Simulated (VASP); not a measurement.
# Al (I4/mmm) in VASP: notebook

Al is run at these levels: LDA; tasks: single point.

Program: VASP 6.6.1. These are calculated values, not measurements. Logs are shortened: lines on timing, memory, paths and dates and some standing lists are left out, and cuts for length are marked.

**1. The cell of the first run**

Symmetry: I4/mmm, No. 139, tetragonal system. The conventional cell has a = 2.550 Å, b = 2.550 Å, c = 5.100 Å, α = 90.00°, β = 90.00°, γ = 90.00°. Within 3.4 Å of Al (site symmetry 4/mmm) lie 12 Al at 2.55 to 3.12 Å.

**2. Single point, LDA**

File INCAR:

```
SYSTEM = Al
PREC     = Accurate       ! precision mode
ENCUT    = 520            ! plane-wave cutoff, eV
EDIFF    = 1E-6           ! SCF threshold, eV
ISMEAR   = 0              ! smearing method
SIGMA    = 0.15           ! smearing width, eV
LREAL    = .False.        ! projectors in reciprocal space
LASPH    = .True.         ! aspherical terms in the spheres
NELM     = 100            ! most SCF steps
ALGO     = Normal         ! electronic algorithm
ISIF     = 2              ! what is computed and relaxed
LWAVE    = .False.        ! write WAVECAR
LCHARG   = .False.        ! write CHGCAR
GGA      = CA             ! functional
NBANDS   = 8              ! bands
```

File KPOINTS:

```
Automatic mesh
0
Gamma
  22 22 22
  0 0 0
```

File POSCAR:

```
Al
1.0
    0.0000000000      1.8032519626      2.5497982752
    1.8032519626      0.0000000000      2.5497982752
    1.8032519626      1.8032519626      0.0000000000
Al
1
Direct
    0.0000000000      0.0000000000      0.0000000000
```

Potentials or basis: VASP PAW LDA potentials, release 64 (Al).

Run with:

```bash
$ cat potpaw_LDA.64/Al/POTCAR > POTCAR
$ mpirun -np 1 vasp_std > vasp.out
```

OUTCAR:

```text
SYSTEM = Al
   PREC = Accurate
   ENCUT = 520
   EDIFF = 1E-6
   ISMEAR = 0
   LREAL = .False.
   LASPH = .True.
   NELM = 100
   ISIF = 2
   GGA = CA

 ion  position               nearest neighbor table
   1  0.000  0.000  0.000-

  LATTYP: Found a body centered tetragonal cell.
 ALAT       =     2.5501833819
 C/A-ratio  =     1.9996979773

  Lattice vectors:

 A1 = (  -1.8032519626,   0.0000000000,   2.5497982752)
 A2 = (   1.8032519626,   0.0000000000,   2.5497982752)
 A3 = (   0.0000000000,   1.8032519626,  -2.5497982752)

Analysis of symmetry for initial positions (statically):
=====================================================================
 Subroutine PRICEL returns:
 Original cell was already a primitive cell.

 Routine SETGRP: Setting up the symmetry group for a
 body centered tetragonal supercell.

 Subroutine GETGRP returns: Found 16 space group operations
 (whereof 16 operations were pure point group operations)
 out of a pool of 16 trial point group operations.

The static configuration has the point symmetry D_4h.

Analysis of symmetry for dynamics (positions and initial velocities):
=====================================================================
 Subroutine PRICEL returns:
 Original cell was already a primitive cell.

 Routine SETGRP: Setting up the symmetry group for a
 body centered tetragonal supercell.

 Subroutine GETGRP returns: Found 16 space group operations
 (whereof 16 operations were pure point group operations)
 out of a pool of 16 trial point group operations.

The dynamic configuration has the point symmetry D_4h.

 Subroutine INISYM returns: Found 16 space group operations
 (whereof 16 operations are pure point group operations),
 and found     1 'primitive' translations

----------------------------------------------------------------------------------------

                                     Primitive cell

  volume of cell :      16.5824

  direct lattice vectors                    reciprocal lattice vectors
     0.000000000  1.803251963  2.549798275    -0.277276837  0.277276837  0.196093944
     1.803251963  0.000000000  2.549798275     0.277276837 -0.277276837  0.196093944
     1.803251963  1.803251963  0.000000000     0.277276837  0.277276837 -0.196093944

  length of vectors
     3.123009588  3.123009588  2.550183382     0.438426417  0.438426417  0.438426417

  position of ions in fractional coordinates (direct lattice)
     0.000000000  0.000000000  0.000000000

  ion indices of the primitive-cell ions
   primitive index   ion index
                 1           1

----------------------------------------------------------------------------------------

 KPOINTS: Automatic mesh

Automatic generation of k-mesh.
 Grid dimensions read from file:
 generate k-points for:   22   22   22

 Generating k-lattice:

  Cartesian coordinates                     Fractional coordinates (reciprocal lattice)
    -0.012603493  0.012603493  0.008913361     0.045454545  0.000000000  0.000000000
     0.012603493 -0.012603493  0.008913361     0.000000000  0.045454545  0.000000000
     0.012603493  0.012603493 -0.008913361     0.000000000  0.000000000  0.045454545

  Length of vectors
     0.019928474  0.019928474  0.019928474

  Shift w.r.t. Gamma in fractional coordinates (k-lattice)
     0.000000000  0.000000000  0.000000000

 Subroutine IBZKPT returns following result:
 ===========================================

 Found    834 irreducible k-points:

 Following reciprocal coordinates:
            Coordinates               Weight
  0.000000  0.000000  0.000000      1.000000
  0.045455  0.000000  0.000000      8.000000
  0.090909  0.000000  0.000000      8.000000
  0.136364 -0.000000  0.000000      8.000000
  0.181818 -0.000000  0.000000      8.000000
  0.227273 -0.000000  0.000000      8.000000
[... 16 lines left out ...]
  0.500000  0.045455  0.000000      8.000000
 -0.454545  0.045455  0.000000      8.000000
 [... further k-points ...]
   k-points           NKPTS =    834   k-points in BZ     NKDIM =    834   number of bands    NBANDS=      8
   number of dos      NEDOS =    301   number of ions     NIONS =      1
   total plane-waves  NPLWV =  11520
   dimension x,y,z NGX =    24 NGY =   24 NGZ =   20
   dimension x,y,z NGXF=    48 NGYF=   48 NGZF=   40
   ions per type =               1
   NGX,Y,Z   is equivalent  to a cutoff of  12.78, 12.78, 13.04 a.u.
   NGXF,Y,Z  is equivalent  to a cutoff of  25.55, 25.55, 26.08 a.u.
 SYSTEM =  Al
   PREC   = accura    normal or accurate (medium, high low for compatibility)
   ISTART =      0    job   : 0-new  1-cont  2-samecut
   ICHARG =      2    charge: 1-file 2-atom 10-const
   ISPIN  =      1    spin polarized calculation?
   LNONCOLLINEAR =      F non collinear calculations
   LSORBIT =      F    spin-orbit coupling
   LASPH  =      T    aspherical Exc in radial PAW
   ENCUT  =  520.0 eV  38.22 Ry    6.18 a.u.   5.81  5.81  4.74*2*pi/ulx,y,z
   NELM   =    100;   NELMIN=  2; NELMDL= -5     # of ELM steps
   EDIFF  = 0.1E-05   stopping-criterion for ELM
   LREAL  =      F    real-space projection
   EDIFFG = 0.1E-04   stopping-criterion for IOM
   NSW    =      0    number of steps for IOM
   IBRION =     -1    ionic relax: 0-MD 1-quasi-New 2-CG
   NFREE  =      0    steps in history (QN), initial steepest desc. (CG)
   ISIF   =      2    stress and relaxation
   ISYM   =      2    0-nonsym 1-usesym 2-fastsym
   POTIM  = 0.5000    time-step for ionic-motion
   TEBEG  =    0.0;   TEEND  =   0.0 temperature during run
   PSTRESS=    0.0 pullay stress
   NELECT =       3.0000    total number of electrons
   NUPDOWN=      -1.0000    fix difference up-down
   EMIN   =  10.00;   EMAX   =-10.00  energy-range for DOS
   EFERMI =   0.00;   METHOD = LEGACY
   ISMEAR =     0;   SIGMA  =   0.15  broadening in eV -4-tet -1-fermi 0-gaus
   EFERMI_NEDOS =   21; number of points for ismear=-14 and -15
   IALGO  =     38    algorithm
   IMIX   =      4    mixing-type and parameters
     AMIX     =   0.40;   BMIX     =  1.00
     AMIX_MAG =   1.60;   BMIX_MAG =  1.00
  volume/ion in A,a.u.               =      16.58       111.90
  Fermi-wavevector in a.u.,A,eV,Ry     =   0.925903  1.749704 11.664236  0.857297
  Thomas-Fermi vector in A             =   2.051808
   LORBIT       =      0    0 simple, 1 ext, 2 COOP (PROOUT), +10 PAW based schemes
   GGA     = CA    functional components
   LHFCALC =     F    Hartree Fock is set to
   AEXX    =    0.0000 exact exchange contribution
   IVDW    =     0    specifies the selected vdW correction
   LEPSILON=     F    determine dielectric tensor
   LRPA    =     F    only Hartree local field effects (RPA)
 non-spin polarized calculation
 Gauss-broadening in eV      SIGMA  =   0.15
  energy-cutoff  :      520.00
  volume of cell :       16.58
 maximum number of plane-waves:       482
   NGX = 11   NGY = 11   NGZ =  9

 number of electron       3.0000000 magnetization

 Free energy of the ion-electron system (eV)
  ---------------------------------------------------
  ext. energy  EPLUGINS =         0.00000000
  ---------------------------------------------------
  free energy    TOTEN  =        -3.91517097 eV

  energy without entropy =       -3.91021339  energy(sigma->0) =       -3.91269218

 E-fermi :   7.5730     XC(G=0): -10.2987

 val. band max:        7.5712177042   @ k =  -0.3182   0.4091   0.2727
 cond. band min:       7.5766371402   @ k =  -0.3182   0.3636   0.2273
 fundamental gap:      0.0054194360
 Fermi energy:         7.5729541575

 k-point     1 :       0.0000    0.0000    0.0000
  band No.  band energies     occupation
      1      -3.3494      2.00000
      2      17.5365      0.00000
      3      17.8300      0.00000
      4      18.7652      0.00000
      5      22.2206      0.00000
      6      22.2206      0.00000
      7      23.0676      0.00000
      8      23.0676      0.00000

 k-point     2 :       0.0455    0.0000    0.0000
  band No.  band energies     occupation
      1      -3.2909      2.00000
      2      16.8723      0.00000
      3      18.3182      0.00000
      4      18.5595      0.00000
      5      22.0024      0.00000
      6      22.0882      0.00000
      7      22.6940      0.00000
      8      23.2954      0.00000

 k-point     3 :       0.0909    0.0000    0.0000
  band No.  band energies     occupation
      1      -3.1154      2.00000
      2      16.1448      0.00000
      3      17.2857      0.00000
      4      19.2602      0.00000
      5      20.8779      0.00000
      6      21.8764      0.00000
      7      23.1999      0.00000
      8      23.7931      0.00000

 k-point     4 :       0.1364   -0.0000    0.0000
  band No.  band energies     occupation
      1      -2.8234      2.00000
      2      15.4537      0.00000
      3      15.8984      0.00000
      4      19.0578      0.00000
      5      20.7572      0.00000
      6      21.7162      0.00000
      7      23.8771      0.00000
      8      24.4282      0.00000

 k-point     5 :       0.1818   -0.0000    0.0000
  band No.  band energies     occupation
      1      -2.4157      2.00000
      2      14.1600      0.00000
      3      15.0156      0.00000
      4      18.1774      0.00000
      5      21.4351      0.00000
      6      21.6370      0.00000
      7      24.6270      0.00000
      8      25.1684      0.00000
[... 177 lines left out ...]
 k-point    22 :       0.4545    0.0455    0.0000
  band No.  band energies     occupation
      1       1.7594      2.00000
      2       5.6903      2.00000
      3      12.3896      0.00000
      4      16.1081      0.00000
      5      22.1645      0.00000
      6      23.9388      0.00000
      7      25.5500      0.00000
      8      27.8035      0.00000

 k-point    23 :       0.5000    0.0455    0.0000
  band No.  band energies     occupation
      1       2.8561      2.00000
      2       4.3761      2.00000
      3      12.4936      0.00000
      4      15.8004      0.00000
      5      22.6711      0.00000
      6      24.3823      0.00000
      7      24.8353      0.00000
      8      27.2275      0.00000

 k-point    24 :      -0.4545    0.0455    0.0000
  band No.  band energies     occupation
      1       3.0767      2.00000
      2       4.1369      2.00000
      3      12.6992      0.00000
      4      15.5923      0.00000
      5      23.2321      0.00000
      6      24.2564      0.00000
      7      24.6797      0.00000
      8      26.8369      0.00000

 [... further k-points ...]

------------------------ aborting loop because EDIFF is reached ----------------------------------------

  FORCE on cell =-STRESS in cart. coord.  units (eV):
  Direction    XX          YY          ZZ          XY          YZ          ZX
  --------------------------------------------------------------------------------------
  -------------------------------------------------------------------------------------
  Total        1.5262642      1.5262642     -1.2709037      0.0000000      0.0000000      0.0000000
  in kB      147.4659143    147.4659143   -122.7932697      0.0000000      0.0000000      0.0000000
  external PRESSURE =      57.3795196 kB  Pullay stress =       0.0000000 kB

 VOLUME and BASIS-vectors are now :
 -----------------------------------------------------------------------------
  energy-cutoff  :      520.00
  volume of cell :       16.58
      direct lattice vectors                 reciprocal lattice vectors
     0.000000000  1.803251963  2.549798275    -0.277276837  0.277276837  0.196093944
     1.803251963  0.000000000  2.549798275     0.277276837 -0.277276837  0.196093944
     1.803251963  1.803251963  0.000000000     0.277276837  0.277276837 -0.196093944

 POSITION                                       TOTAL-FORCE (eV/Angst)
 -----------------------------------------------------------------------------------
      0.00000      0.00000      0.00000         0.000000     -0.000000      0.000000
 -----------------------------------------------------------------------------------
    total drift:                                0.000000      0.000000     -0.000000

  FREE ENERGIE OF THE ION-ELECTRON SYSTEM (eV)
  ---------------------------------------------------
  free  energy   TOTEN  =        -3.9151709695 eV

  energy  without entropy=       -3.9102133934  energy(sigma->0) =       -3.91269218
```

It took 77 s on 1 thread of Intel Xeon 8259CL, shared host; peak memory 0.2 GiB.

What came out:

* Free energy: -3.9152 eV
* Pressure: 5.7 GPa
* Band gap on the k mesh: zero (an odd number of electrons rules out a gap without spin polarisation)

Caveat: the cell stands under pressure.

(Part 1 of 2 ends here.)
